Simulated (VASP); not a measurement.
The system is SnSe2.

```xyz
6
Lattice="3.6813 -0.0851 0.0062 -1.9144 3.4591 0.0281 0.0193 0.1128 12.1852" Properties=species:S:1:pos:R:3 pbc="T T T"
Sn    0.0159    0.0043   -0.0002
Sn    0.0190    0.0600    6.1052
Se   -0.0556    2.2825    1.6298
Se   -0.0440    2.3762    7.7228
Se    1.8211    1.1237    4.4904
Se    1.8257    1.1832   10.5837
```

```yaml
Program: VASP 6.6.1
Task: relaxation of cell and atoms
Functional: PBE
Dispersion: D3(BJ)
Potentials_or_basis: VASP PAW PBE potentials, release 64 (Sn_d, Se)
Cutoff: 600 eV
k_mesh: 6 × 6 × 2
Occupations: gaussian, width 0.03 eV
Spin: no spin polarisation
```

At the start: pressure 0.8 GPa; volume 25.53 Å³/atom.

Where does the relaxation end?

Over 15 steps the energy falls by 27.7 meV/atom and the volume is 25.64 Å³/atom (+0.4 %); space group P-1 (No. 2, to 0.1 Å) before, P-3m1 (No. 164, to 0.1 Å).

Step by step:
| step | energy change (eV) | largest force (eV/Å) | pressure (GPa) | volume (Å³) |
| --- | --- | --- | --- | --- |
| 1 | 0.0000 | 0.2650 | 0.81 | 153.17 |
| 2 | -0.1418 | 0.1473 | -0.74 | 155.90 |
| 3 | -0.1489 | 0.1903 | -1.06 | 156.68 |
| 4 | -0.1588 | 0.1735 | 0.70 | 153.06 |
| 5 | -0.1623 | 0.1193 | 0.09 | 154.26 |
| 6 | -0.1652 | 0.0512 | 0.02 | 154.27 |
| 7 | -0.1656 | 0.0446 | -0.02 | 154.28 |
| 8 | -0.1659 | 0.0229 | -0.02 | 154.22 |
| 9 | -0.1659 | 0.0258 | -0.02 | 154.20 |
| 10 | -0.1660 | 0.0203 | -0.01 | 154.09 |
| 11 | -0.1661 | 0.0157 | 0.03 | 153.89 |
| 12 | -0.1661 | 0.0163 | 0.04 | 153.83 |
| 13 | -0.1662 | 0.0110 | -0.05 | 153.92 |
| 14 | -0.1662 | 0.0110 | -0.03 | 153.90 |
| 15 | -0.1662 | 0.0055 | -0.01 | 153.82 |

Final structure:
```cif
data_structure
_symmetry_space_group_name_H-M 'P 1'
_symmetry_Int_Tables_number 1
_cell_length_a 3.8439
_cell_length_b 3.8448
_cell_length_c 12.0174
_cell_angle_alpha 90.052
_cell_angle_beta 89.951
_cell_angle_gamma 119.997
_cell_volume 153.82
loop_
_atom_site_label
_atom_site_type_symbol
_atom_site_fract_x
_atom_site_fract_y
_atom_site_fract_z
_atom_site_occupancy
Sn1 Sn 0.99904 0.99845 0.99988 1
Sn2 Sn 0.00059 0.00137 0.50013 1
Se1 Se 0.33263 0.66591 0.13237 1
Se2 Se 0.33378 0.66799 0.63261 1
Se3 Se 0.66779 0.33469 0.36762 1
Se4 Se 0.66618 0.33160 0.86739 1
```
